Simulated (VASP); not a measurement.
# MgRh (Pm-3m) in VASP: a series of runs, part 2 of 2

VASP 6.6.1. Earlier steps stand in the parts before.

### 3 Single point, LDA

This run uses another cell than the first one, of 14.29 Å³/atom, 1.021 times its volume.

INCAR reads:

```
PREC = Accurate
ENCUT = 520
EDIFF = 1E-6
ISMEAR = 1
SIGMA = 0.1
LREAL = False
LASPH = True
NELM = 80
ALGO = Normal
ISIF = 2
LWAVE = False
LCHARG = False
GGA = CA
NBANDS = 16
```

KPOINTS reads:

```
Automatic mesh
0
Gamma
  7 7 7
```

POSCAR reads:

```
MgRh
1.0
    3.0573137843      0.0000000000      0.0000000000
    0.0000000000      3.0573137843      0.0000000000
    0.0000000000      0.0000000000      3.0573137843
Mg Rh
1 1
Direct
    0.0000000000      0.0000000000      0.0000000000
    0.5000000000      0.5000000000      0.5000000000
```

Potentials or basis: VASP PAW LDA potentials, release 64 (Mg, Rh_pv).

Started as:

```
$ cat potpaw_LDA.64/Mg/POTCAR potpaw_LDA.64/Rh_pv/POTCAR > POTCAR
$ mpirun -np 1 vasp_std > vasp.out
```

OUTCAR:

```text
PREC = Accurate
   ENCUT = 520
   EDIFF = 1E-6
   ISMEAR = 1
   LREAL = False
   LASPH = True
   NELM = 80
   ISIF = 2
   GGA = CA

 ion  position               nearest neighbor table
   1  0.000  0.000  0.000-   2 2.65   2 2.65   2 2.65   2 2.65   2 2.65   2 2.65   2 2.65   2 2.65

   2  0.500  0.500  0.500-   1 2.65   1 2.65   1 2.65   1 2.65   1 2.65   1 2.65   1 2.65   1 2.65

  LATTYP: Found a simple cubic cell.
 ALAT       =     3.0573137843

  Lattice vectors:

 A1 = (   3.0573137843,   0.0000000000,   0.0000000000)
 A2 = (   0.0000000000,   3.0573137843,   0.0000000000)
 A3 = (   0.0000000000,   0.0000000000,   3.0573137843)

Analysis of symmetry for initial positions (statically):
=====================================================================
 Subroutine PRICEL returns:
 Original cell was already a primitive cell.

 Routine SETGRP: Setting up the symmetry group for a
 simple cubic supercell.

 Subroutine GETGRP returns: Found 48 space group operations
 (whereof 48 operations were pure point group operations)
 out of a pool of 48 trial point group operations.

The static configuration has the point symmetry O_h .

Analysis of symmetry for dynamics (positions and initial velocities):
=====================================================================
 Subroutine PRICEL returns:
 Original cell was already a primitive cell.

 Routine SETGRP: Setting up the symmetry group for a
 simple cubic supercell.

 Subroutine GETGRP returns: Found 48 space group operations
 (whereof 48 operations were pure point group operations)
 out of a pool of 48 trial point group operations.

The dynamic configuration has the point symmetry O_h .

 Subroutine INISYM returns: Found 48 space group operations
 (whereof 48 operations are pure point group operations),
 and found     1 'primitive' translations

----------------------------------------------------------------------------------------

                                     Primitive cell

  volume of cell :      28.5772

  direct lattice vectors                    reciprocal lattice vectors
     3.057313784  0.000000000  0.000000000     0.327084516  0.000000000  0.000000000
     0.000000000  3.057313784  0.000000000     0.000000000  0.327084516  0.000000000
     0.000000000  0.000000000  3.057313784     0.000000000  0.000000000  0.327084516

  length of vectors
     3.057313784  3.057313784  3.057313784     0.327084516  0.327084516  0.327084516

  position of ions in fractional coordinates (direct lattice)
     0.000000000  0.000000000  0.000000000
     0.500000000  0.500000000  0.500000000

  ion indices of the primitive-cell ions
   primitive index   ion index
                 1           1
                 2           2

----------------------------------------------------------------------------------------

 KPOINTS: Automatic mesh

Automatic generation of k-mesh.
 Grid dimensions read from file:
 generate k-points for:    7    7    7

 Generating k-lattice:

  Cartesian coordinates                     Fractional coordinates (reciprocal lattice)
     0.046726359  0.000000000  0.000000000     0.142857143  0.000000000  0.000000000
     0.000000000  0.046726359  0.000000000     0.000000000  0.142857143  0.000000000
     0.000000000  0.000000000  0.046726359     0.000000000  0.000000000  0.142857143

  Length of vectors
     0.046726359  0.046726359  0.046726359

  Shift w.r.t. Gamma in fractional coordinates (k-lattice)
     0.000000000  0.000000000  0.000000000

 Subroutine IBZKPT returns following result:
 ===========================================

 Found     20 irreducible k-points:

 Following reciprocal coordinates:
            Coordinates               Weight
  0.000000  0.000000  0.000000      1.000000
  0.142857  0.000000  0.000000      6.000000
  0.285714  0.000000  0.000000      6.000000
  0.428571  0.000000  0.000000      6.000000
  0.142857  0.142857  0.000000     12.000000
  0.285714  0.142857  0.000000     24.000000
[... 12 lines left out ...]
  0.428571  0.428571  0.285714     24.000000
  0.428571  0.428571  0.428571      8.000000
   k-points           NKPTS =     20   k-points in BZ     NKDIM =     20   number of bands    NBANDS=     16
   number of dos      NEDOS =    301   number of ions     NIONS =      2
   total plane-waves  NPLWV =  13824
   dimension x,y,z NGX =    24 NGY =   24 NGZ =   24
   dimension x,y,z NGXF=    48 NGYF=   48 NGZF=   48
   ions per type =               1   1
   NGX,Y,Z   is equivalent  to a cutoff of  13.05, 13.05, 13.05 a.u.
   NGXF,Y,Z  is equivalent  to a cutoff of  26.10, 26.10, 26.10 a.u.
 SYSTEM =  unknown system
   PREC   = accura    normal or accurate (medium, high low for compatibility)
   ISTART =      0    job   : 0-new  1-cont  2-samecut
   ICHARG =      2    charge: 1-file 2-atom 10-const
   ISPIN  =      1    spin polarized calculation?
   LNONCOLLINEAR =      F non collinear calculations
   LSORBIT =      F    spin-orbit coupling
   LASPH  =      T    aspherical Exc in radial PAW
   ENCUT  =  520.0 eV  38.22 Ry    6.18 a.u.   5.68  5.68  5.68*2*pi/ulx,y,z
   NELM   =     80;   NELMIN=  2; NELMDL= -5     # of ELM steps
   EDIFF  = 0.1E-05   stopping-criterion for ELM
   LREAL  =      F    real-space projection
   EDIFFG = 0.1E-04   stopping-criterion for IOM
   NSW    =      0    number of steps for IOM
   IBRION =     -1    ionic relax: 0-MD 1-quasi-New 2-CG
   NFREE  =      0    steps in history (QN), initial steepest desc. (CG)
   ISIF   =      2    stress and relaxation
   ISYM   =      2    0-nonsym 1-usesym 2-fastsym
   POTIM  = 0.5000    time-step for ionic-motion
   TEBEG  =    0.0;   TEEND  =   0.0 temperature during run
   PSTRESS=    0.0 pullay stress
   NELECT =      17.0000    total number of electrons
   NUPDOWN=      -1.0000    fix difference up-down
   EMIN   =  10.00;   EMAX   =-10.00  energy-range for DOS
   EFERMI =   0.00;   METHOD = LEGACY
   ISMEAR =     1;   SIGMA  =   0.10  broadening in eV -4-tet -1-fermi 0-gaus
   EFERMI_NEDOS =   21; number of points for ismear=-14 and -15
   IALGO  =     38    algorithm
   IMIX   =      4    mixing-type and parameters
     AMIX     =   0.40;   BMIX     =  1.00
     AMIX_MAG =   1.60;   BMIX_MAG =  1.00
  volume/ion in A,a.u.               =      14.29        96.42
  Fermi-wavevector in a.u.,A,eV,Ry     =   1.376843  2.601856 25.792523  1.895697
  Thomas-Fermi vector in A             =   2.502051
   LORBIT       =      0    0 simple, 1 ext, 2 COOP (PROOUT), +10 PAW based schemes
   GGA     = CA    functional components
   LHFCALC =     F    Hartree Fock is set to
   AEXX    =    0.0000 exact exchange contribution
   IVDW    =     0    specifies the selected vdW correction
   LEPSILON=     F    determine dielectric tensor
   LRPA    =     F    only Hartree local field effects (RPA)
 non-spin polarized calculation
 Methfessel and Paxton  Order N= 1 SIGMA  =   0.10
  energy-cutoff  :      520.00
  volume of cell :       28.58
 maximum number of plane-waves:       780
 NGX is ok and might be reduce to    24
   NGX = 11   NGY = 11   NGZ = 11

 number of electron      17.0000003 magnetization

 Free energy of the ion-electron system (eV)
  ---------------------------------------------------
  ext. energy  EPLUGINS =         0.00000000
  ---------------------------------------------------
  free energy    TOTEN  =       -11.49037905 eV

  energy without entropy =      -11.49014968  energy(sigma->0) =      -11.49030259

 E-fermi :   7.0884     XC(G=0): -12.1995

 val. band max:        7.0418952061   @ k =   0.4286   0.4286   0.0000
 cond. band min:       7.1598711774   @ k =   0.4286   0.2857   0.1429
 fundamental gap:      0.1179759714
 Fermi energy:         7.0883851755

 k-point     1 :       0.0000    0.0000    0.0000
  band No.  band energies     occupation
      1     -38.0821      2.00000
      2     -38.0821      2.00000
      3     -38.0821      2.00000
      4      -0.2454      2.00000
      5       3.8222      2.00000
      6       3.8222      2.00000
[... 8 lines left out ...]
     15      24.3094      0.00000
     16      27.6222      0.00000
[... 343 lines left out ...]
 k-point    20 :       0.4286    0.4286    0.4286
  band No.  band energies     occupation
      1     -38.1661      2.00000
      2     -38.1659      2.00000
      3     -38.1659      2.00000
      4       3.6273      2.00000
      5       3.7993      2.00000
      6       3.7993      2.00000
[... 8 lines left out ...]
     15      17.0666      0.00000
     16      19.0767      0.00000

------------------------ aborting loop because EDIFF is reached ----------------------------------------

  FORCE on cell =-STRESS in cart. coord.  units (eV):
  Direction    XX          YY          ZZ          XY          YZ          ZX
  --------------------------------------------------------------------------------------
  -------------------------------------------------------------------------------------
  Total       -0.2889199     -0.2889199     -0.2889199      0.0000000     -0.0000000      0.0000000
  in kB      -16.1982463    -16.1982463    -16.1982463      0.0000000     -0.0000000      0.0000000
  external PRESSURE =     -16.1982463 kB  Pullay stress =       0.0000000 kB

 VOLUME and BASIS-vectors are now :
 -----------------------------------------------------------------------------
  energy-cutoff  :      520.00
  volume of cell :       28.58
      direct lattice vectors                 reciprocal lattice vectors
     3.057313784  0.000000000  0.000000000     0.327084516  0.000000000  0.000000000
     0.000000000  3.057313784  0.000000000     0.000000000  0.327084516  0.000000000
     0.000000000  0.000000000  3.057313784     0.000000000  0.000000000  0.327084516

 POSITION                                       TOTAL-FORCE (eV/Angst)
 -----------------------------------------------------------------------------------
      0.00000      0.00000      0.00000         0.000000      0.000000      0.000000
      1.52866      1.52866      1.52866         0.000000      0.000000      0.000000
 -----------------------------------------------------------------------------------
    total drift:                                0.000000     -0.000000     -0.000000

  FREE ENERGIE OF THE ION-ELECTRON SYSTEM (eV)
  ---------------------------------------------------
  free  energy   TOTEN  =       -11.4903790460 eV

  energy  without entropy=      -11.4901496788  energy(sigma->0) =      -11.49030259
```

stdout:

```text
POSCAR found type information on POSCAR MgRh
 POSCAR found :  2 types and       2 ions
 scaLAPACK will be used
 LDA part: xc-table for (Slater(with rela. corr.)+CA(PZ))
 , standard interpolation
 POSCAR, INCAR and KPOINTS ok, starting setup
 FFT: planning ... GRIDC
 FFT: planning ... GRID_SOFT
 FFT: planning ... GRID
 WAVECAR not read
 entering main loop
```

It took 2.8 s on 1 thread of Intel Xeon 6975P-C (Granite Rapids), shared host; peak memory 0.13 GiB.

What came out:

- Free energy: -11.4904 eV
- Pressure: -1.6 GPa
